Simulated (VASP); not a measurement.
# Rh (Fm-3m) in VASP: notebook

The runs below take Rh through density of states, with PBEsol.

Everything below comes from runs of VASP 6.6.1. Logs are shortened: lines on timing, memory, paths and dates and some standing lists are left out, and cuts for length are marked.

### Step 1. The cell of the first run

Symmetry: Fm-3m, No. 225, cubic system. Conventional cell: a = 3.780 Å, b = 3.780 Å, c = 3.780 Å, α = 90.00°, β = 90.00°, γ = 90.00°. Rh (site symmetry m-3m) has 12 Rh at 2.67 Å within 3.5 Å.

### Step 2. Density of states, PBEsol

Contents of POSCAR:

```
Rh
1.0
    0.0000000000      1.8899900482      1.8899900482
    1.8899900482      0.0000000000      1.8899900482
    1.8899900482      1.8899900482      0.0000000000
Rh
1
Direct
    0.0000000000      0.0000000000      0.0000000000
```

Contents of INCAR.step1:

```
  PREC = Accurate
  ENCUT = 520
  EDIFF = 1E-7
  ISMEAR = 0
  SIGMA = 0.1
  LREAL = False
  LASPH = True
  NELM = 60
  ALGO = Fast
  ISIF = 2
  LWAVE = False
  LCHARG = True
  LMAXMIX = 4
  GGA = PS
  NBANDS = 14
```

Contents of KPOINTS.step1:

```
Automatic mesh
0
Gamma
  18 18 18
```

Contents of INCAR.step2:

```
  PREC = Accurate
  ENCUT = 520
  EDIFF = 1E-7
  ISMEAR = -5
  SIGMA = 0.1
  LREAL = False
  LASPH = True
  NELM = 60
  ALGO = Fast
  ISIF = 2
  LWAVE = False
  LCHARG = False
  LMAXMIX = 4
  GGA = PS
  LORBIT = 10
  NBANDS = 14
  NEDOS = 1001
  ICHARG = 11
```

Contents of KPOINTS.step2:

```
Automatic mesh
0
Gamma
  27 27 27
```

Potentials or basis: VASP PAW PBE potentials, release 64 (Rh_pv).

Started as:

```console
$ cat potpaw_PBE.64/Rh_pv/POTCAR > POTCAR
$ cp INCAR.step1 INCAR
$ cp KPOINTS.step1 KPOINTS
$ mpirun -np 1 vasp_std > vasp.out
$ cp INCAR.step2 INCAR
$ cp KPOINTS.step2 KPOINTS
$ mpirun -np 1 vasp_std > vasp.out
```

OUTCAR:

```text
PREC = Accurate
   ENCUT = 520
   EDIFF = 1E-7
   ISMEAR = -5
   LREAL = False
   LASPH = True
   NELM = 60
   ISIF = 2
   GGA = PS
   LORBIT = 10
   ICHARG = 11

 ion  position               nearest neighbor table
   1  0.000  0.000  0.000-

  LATTYP: Found a face centered cubic cell.
 ALAT       =     3.7799800964

  Lattice vectors:

 A1 = (   0.0000000000,   1.8899900482,   1.8899900482)
 A2 = (   1.8899900482,   0.0000000000,   1.8899900482)
 A3 = (   1.8899900482,   1.8899900482,   0.0000000000)

Analysis of symmetry for initial positions (statically):
=====================================================================
 Subroutine PRICEL returns:
 Original cell was already a primitive cell.

 Routine SETGRP: Setting up the symmetry group for a
 face centered cubic supercell.

 Subroutine GETGRP returns: Found 48 space group operations
 (whereof 48 operations were pure point group operations)
 out of a pool of 48 trial point group operations.

The static configuration has the point symmetry O_h .

Analysis of symmetry for dynamics (positions and initial velocities):
=====================================================================
 Subroutine PRICEL returns:
 Original cell was already a primitive cell.

 Routine SETGRP: Setting up the symmetry group for a
 face centered cubic supercell.

 Subroutine GETGRP returns: Found 48 space group operations
 (whereof 48 operations were pure point group operations)
 out of a pool of 48 trial point group operations.

The dynamic configuration has the point symmetry O_h .

 Subroutine INISYM returns: Found 48 space group operations
 (whereof 48 operations are pure point group operations),
 and found     1 'primitive' translations

----------------------------------------------------------------------------------------

                                     Primitive cell

  volume of cell :      13.5023

  direct lattice vectors                    reciprocal lattice vectors
     0.000000000  1.889990048  1.889990048    -0.264551658  0.264551658  0.264551658
     1.889990048  0.000000000  1.889990048     0.264551658 -0.264551658  0.264551658
     1.889990048  1.889990048  0.000000000     0.264551658  0.264551658 -0.264551658

  length of vectors
     2.672849559  2.672849559  2.672849559     0.458216912  0.458216912  0.458216912

  position of ions in fractional coordinates (direct lattice)
     0.000000000  0.000000000  0.000000000

  ion indices of the primitive-cell ions
   primitive index   ion index
                 1           1

----------------------------------------------------------------------------------------

 KPOINTS: Automatic mesh

Automatic generation of k-mesh.
 Grid dimensions read from file:
 generate k-points for:   27   27   27

 Generating k-lattice:

  Cartesian coordinates                     Fractional coordinates (reciprocal lattice)
    -0.009798210  0.009798210  0.009798210     0.037037037  0.000000000  0.000000000
     0.009798210 -0.009798210  0.009798210     0.000000000  0.037037037  0.000000000
     0.009798210  0.009798210 -0.009798210     0.000000000  0.000000000  0.037037037

  Length of vectors
     0.016970997  0.016970997  0.016970997

  Shift w.r.t. Gamma in fractional coordinates (k-lattice)
     0.000000000  0.000000000  0.000000000

 TETIRR: Found   2653 inequivalent tetrahedra from   118098

 Subroutine IBZKPT returns following result:
 ===========================================

 Found    560 irreducible k-points:

 Following reciprocal coordinates:
            Coordinates               Weight
  0.000000  0.000000  0.000000      1.000000
  0.037037  0.000000  0.000000      8.000000
  0.074074  0.000000  0.000000      8.000000
  0.111111  0.000000  0.000000      8.000000
  0.148148  0.000000  0.000000      8.000000
  0.185185  0.000000  0.000000      8.000000
[... 16 lines left out ...]
  0.333333  0.037037  0.000000     24.000000
  0.370370  0.037037  0.000000     24.000000
 [... further k-points ...]
   k-points           NKPTS =    560   k-points in BZ     NKDIM =    560   number of bands    NBANDS=     14
   number of dos      NEDOS =   1001   number of ions     NIONS =      1
   total plane-waves  NPLWV =   8000
   dimension x,y,z NGX =    20 NGY =   20 NGZ =   20
   dimension x,y,z NGXF=    40 NGYF=   40 NGZF=   40
   ions per type =               1
   NGX,Y,Z   is equivalent  to a cutoff of  12.44, 12.44, 12.44 a.u.
   NGXF,Y,Z  is equivalent  to a cutoff of  24.88, 24.88, 24.88 a.u.
 SYSTEM =  unknown system
   PREC   = accura    normal or accurate (medium, high low for compatibility)
   ISTART =      0    job   : 0-new  1-cont  2-samecut
   ICHARG =     11    charge: 1-file 2-atom 10-const
   ISPIN  =      1    spin polarized calculation?
   LNONCOLLINEAR =      F non collinear calculations
   LSORBIT =      F    spin-orbit coupling
   LASPH  =      T    aspherical Exc in radial PAW
   ENCUT  =  520.0 eV  38.22 Ry    6.18 a.u.   4.97  4.97  4.97*2*pi/ulx,y,z
   NELM   =     60;   NELMIN=  2; NELMDL=  0     # of ELM steps
   EDIFF  = 0.1E-06   stopping-criterion for ELM
   LREAL  =      F    real-space projection
   EDIFFG = 0.1E-05   stopping-criterion for IOM
   NSW    =      0    number of steps for IOM
   IBRION =     -1    ionic relax: 0-MD 1-quasi-New 2-CG
   NFREE  =      0    steps in history (QN), initial steepest desc. (CG)
   ISIF   =      2    stress and relaxation
   ISYM   =      2    0-nonsym 1-usesym 2-fastsym
   POTIM  = 0.5000    time-step for ionic-motion
   TEBEG  =    0.0;   TEEND  =   0.0 temperature during run
   PSTRESS=    0.0 pullay stress
   NELECT =      15.0000    total number of electrons
   NUPDOWN=      -1.0000    fix difference up-down
   EMIN   =  10.00;   EMAX   =-10.00  energy-range for DOS
   EFERMI =   0.00;   METHOD = LEGACY
   ISMEAR =    -5;   SIGMA  =   0.10  broadening in eV -4-tet -1-fermi 0-gaus
   EFERMI_NEDOS =   21; number of points for ismear=-14 and -15
   IALGO  =     68    algorithm
   IMIX   =      4    mixing-type and parameters
     AMIX     =   0.40;   BMIX     =  1.00
     AMIX_MAG =   1.60;   BMIX_MAG =  1.00
  volume/ion in A,a.u.               =      13.50        91.12
  Fermi-wavevector in a.u.,A,eV,Ry     =   1.695518  3.204064 39.113773  2.874781
  Thomas-Fermi vector in A             =   2.776547
   LORBIT       =     10    0 simple, 1 ext, 2 COOP (PROOUT), +10 PAW based schemes
   GGA     = PS    functional components
   LHFCALC =     F    Hartree Fock is set to
   AEXX    =    0.0000 exact exchange contribution
   IVDW    =     0    specifies the selected vdW correction
   LEPSILON=     F    determine dielectric tensor
   LRPA    =     F    only Hartree local field effects (RPA)
 non-spin polarized calculation
 RMM-DIIS sequential band-by-band and
 Fermi weights with tetrahedron method with Bloechl corrections
  energy-cutoff  :      520.00
  volume of cell :       13.50
 maximum number of plane-waves:       375

 number of electron      15.0000006 magnetization

 Free energy of the ion-electron system (eV)
  ---------------------------------------------------
  ext. energy  EPLUGINS =         0.00000000
  ---------------------------------------------------
  free energy    TOTEN  =        -8.13801686 eV

  energy without entropy =       -8.13801686  energy(sigma->0) =       -8.13801686

 E-fermi :  12.0873     XC(G=0): -14.3357

 val. band max:       12.2537526410   @ k =   0.4444   0.0000   0.0000
 cond. band min:      12.0737456533   @ k =   0.3333   0.1111   0.0000
 fundamental gap:     -0.1800069876
 Fermi energy:        12.0873123110

 k-point     1 :       0.0000    0.0000    0.0000
  band No.  band energies     occupation
      1     -34.2808      2.00000
      2     -34.2808      2.00000
      3     -34.2808      2.00000
      4       3.9011      2.00000
      5       8.9036      2.00000
      6       8.9036      2.00000
      7       8.9036      2.00000
      8      11.0764      2.00000
      9      11.0764      2.00000
     10      28.0097      0.00000
     11      32.3939      0.00000
     12      33.5633      0.00000
     13      33.5633      0.00000
     14      33.5633      0.00000

 k-point     2 :       0.0370    0.0000    0.0000
  band No.  band energies     occupation
      1     -34.2918      2.00000
      2     -34.2823      2.00000
      3     -34.2823      2.00000
      4       3.9579      2.00000
      5       8.8773      2.00000
      6       8.9264      2.00000
      7       8.9264      2.00000
      8      11.0631      2.00000
      9      11.0631      2.00000
     10      28.0947      0.00000
     11      32.3931      0.00000
     12      33.2281      0.00000
     13      33.6474      0.00000
     14      33.6474      0.00000

 k-point     3 :       0.0741    0.0000    0.0000
  band No.  band energies     occupation
      1     -34.3240      2.00000
      2     -34.2866      2.00000
      3     -34.2866      2.00000
      4       4.1252      2.00000
      5       8.8040      2.00000
      6       8.9911      2.00000
      7       8.9911      2.00000
      8      11.0276      2.00000
      9      11.0276      2.00000
     10      28.3387      0.00000
     11      32.3549      0.00000
     12      32.4540      0.00000
     13      33.8963      0.00000
     14      33.8963      0.00000
[... 324 lines left out ...]
 k-point    23 :       0.3333    0.0370    0.0000
  band No.  band energies     occupation
      1     -34.8466      2.00000
      2     -34.3678      2.00000
      3     -34.3575      2.00000
      4       5.9843      2.00000
      5       9.0886      2.00000
      6       9.1782      2.00000
      7       9.6231      2.00000
      8      11.7098      2.02653
      9      11.9284      1.72683
     10      25.0500      0.00000
     11      28.9969      0.00000
     12      32.3958      0.00000
     13      35.2312      0.00000
     14      36.4166      0.00000

 k-point    24 :       0.3704    0.0370    0.0000
  band No.  band energies     occupation
      1     -34.9212      2.00000
      2     -34.3773      2.00000
      3     -34.3694      2.00000
      4       5.9608      2.00000
      5       8.9874      2.00000
      6       9.0831      2.00000
      7      10.3082      2.00000
      8      12.1028      1.15924
      9      12.1983      0.07111
     10      23.8475      0.00000
     11      28.5200      0.00000
     12      32.3960      0.00000
     13      34.5786      0.00000
     14      35.4621      0.00000

 [... further k-points ...]
[... 5 lines left out ...]
  --------------------------------------------------------------------------------------
  -------------------------------------------------------------------------------------
  Total       -0.0180643     -0.0180643     -0.0180643     -0.0000000      0.0000000      0.0000000
  in kB       -2.1434990     -2.1434990     -2.1434990     -0.0000000      0.0000000      0.0000000
  external PRESSURE =      -2.1434990 kB  Pullay stress =       0.0000000 kB

 VOLUME and BASIS-vectors are now :
 -----------------------------------------------------------------------------
  energy-cutoff  :      520.00
  volume of cell :       13.50
      direct lattice vectors                 reciprocal lattice vectors
     0.000000000  1.889990048  1.889990048    -0.264551658  0.264551658  0.264551658
     1.889990048  0.000000000  1.889990048     0.264551658 -0.264551658  0.264551658
     1.889990048  1.889990048  0.000000000     0.264551658  0.264551658 -0.264551658

 POSITION                                       TOTAL-FORCE (eV/Angst)
 -----------------------------------------------------------------------------------
      0.00000      0.00000      0.00000         0.000000      0.000000      0.000000
 -----------------------------------------------------------------------------------
    total drift:                               -0.000000     -0.000000     -0.000000

  FREE ENERGIE OF THE ION-ELECTRON SYSTEM (eV)
  ---------------------------------------------------
  free  energy   TOTEN  =        -8.1380168630 eV

  energy  without entropy=       -8.1380168630  energy(sigma->0) =       -8.13801686

 total charge

# of ion       s       p       d       tot
------------------------------------------
    1        0.417   6.317   7.073  13.807
```

Run time: 37 s. Hardware: 1 thread of Intel Xeon 6975P-C (Granite Rapids), shared host; peak memory 0.21 GiB.

Results:

```yaml
Valence_electrons_inside_the_program's_atomic_spheres: Rh 13.81
```

Caveat: the PAW data sets were made with another functional, which shifts forces and pressure a little; tetrahedron occupations give inexact forces and stress in metals.

### Step 3. Density of states, PBEsol

Contents of POSCAR:

```
Rh
1.0
    0.0000000000      1.8899900483      1.8899900483
    1.8899900483      0.0000000000      1.8899900483
    1.8899900483      1.8899900483      0.0000000000
Rh
1
Direct
    0.0000000000      0.0000000000      0.0000000000
```

INCAR.step1 is that of step 2.

KPOINTS.step1 is that of step 2.

INCAR.step2 is that of step 2.

KPOINTS.step2 is that of step 2.

Potentials or basis: VASP PAW PBE potentials, release 64 (Rh_pv).

Started as:

```console
$ cat potpaw_PBE.64/Rh_pv/POTCAR > POTCAR
$ cp INCAR.step1 INCAR
$ cp KPOINTS.step1 KPOINTS
$ mpirun -np 1 vasp_std > vasp.out
$ cp INCAR.step2 INCAR
$ cp KPOINTS.step2 KPOINTS
$ mpirun -np 1 vasp_std > vasp.out
```

Run time: 51 s. Hardware: 1 thread of Intel Xeon 6975P-C, shared host; peak memory 0.21 GiB.

Results (log left out):

```
Valence electrons inside the program's atomic spheres : Rh 13.81
```

Levels at points of the mesh, in eV from the Fermi level:
| k point | band 3 | band 4 | band 5 | band 6 | band 7 | band 8 | band 9 | band 10 | band 11 | band 12 |
| --- | --- | --- | --- | --- | --- | --- | --- | --- | --- | --- |
| (0.00, 0.00, 0.00) | -46.37 | -8.19 | -3.18 | -3.18 | -3.18 | -1.01 | -1.01 | 15.92 | 20.31 | 21.48 |

Caveat: the PAW data sets were made with another functional, which shifts forces and pressure a little; tetrahedron occupations give inexact forces and stress in metals.
